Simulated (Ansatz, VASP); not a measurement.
## Two plane-wave programs on K

INCAR

```
ALGO = Fast
EDIFF = 1E-6
ENCUT = 520
GGA = PE
ISIF = 2
ISMEAR = 0
LASPH = T
LCHARG = F
LREAL = F
LWAVE = F
NBANDS = 10
NELM = 60
PREC = Accurate
SIGMA = 0.15
```

Contents of KPOINTS:

```
k-points
0
Gamma
  14 14 14
```

Contents of POSCAR:

```
K
1.0
   -2.7489000000      2.7489000000      2.6180000000
    2.7489000000     -2.7489000000      2.6180000000
    2.7489000000      2.7489000000     -2.6180000000
K
1
Direct
    0.0000000000      0.0000000000      0.0000000000
```

Input for Ansatz:

```yaml
crystal:
  lattice:
    - [-2.7489, 2.7489, 2.618]
    - [2.7489, -2.7489, 2.618]
    - [2.7489, 2.7489, -2.618]
  atoms:
    - { symbol: K, position: [0.0, 0.0, 0.0] }
basis:
  ecutwfc: 420
kpoints:
  mp_grid: { grid: [14, 14, 14] }
hamiltonian:
  xc: pbe
scf:
  occupations: { method: gaussian, width: 0.15 }
output:
  forces: true
  stress: true
  eigenvalues: true
```

Change from the starting cell: strain +0.0500 x Voigt [1, 1, 0, 0, 0, 0], atoms carried along.

Alike in both runs: task single point; functional PBE; k mesh 14 × 14 × 14; occupations gaussian, width 0.15 eV; no spin polarisation.

```csv
,VASP,Ansatz
version,VASP 6.6.1,Ansatz 0.2.0
potentials or method,"VASP PAW PBE potentials, release 64 (K_sv), cutoff 520 eV","scalar-relativistic, plane waves, PAW"
valence electrons in the cell,9,9
```

```csv
,VASP,Ansatz,Ansatz less VASP
gap on the k mesh at the Fermi level (eV),none,none,-
pressure (GPa),-0.2,-0.2,+0.01
```

A gap of «none» marks a metal or a gap that the smearing closes. The functional is the same, so the differences come from potentials, cutoffs and numerics.
